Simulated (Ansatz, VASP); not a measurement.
## PbS in VASP and in Ansatz

```
Pb S
1.0
     0.00000    2.96575    2.96575
     2.96575    0.00000    2.96575
     2.96575    2.96575    0.00000
Pb S
1 1
Direct
  0.00000 0.00000 0.00000
  0.50000 0.50000 0.50000
```

Alike in both runs: functional PBE; k mesh 5 × 5 × 5; occupations fermi-dirac, width 0.05 eV; no spin polarisation.

|  | VASP | Ansatz |
| --- | --- | --- |
| version | VASP 6.6.1 | Ansatz 0.2.0 |
| potentials or method | VASP PAW PBE potentials, release 64 (Pb_d, S) | Ansatz PAW |
| plane-wave cutoff (eV) | 520 | 420 |
| valence electrons in the cell | 20 | 20 |
| task | single point | band structure |

Ansatz gave:

* pressure (GPa): 2.0

Task: Estimate VASP's values.

Result: Pressure (GPa): 1.9.

Spin-orbit coupling is off throughout.
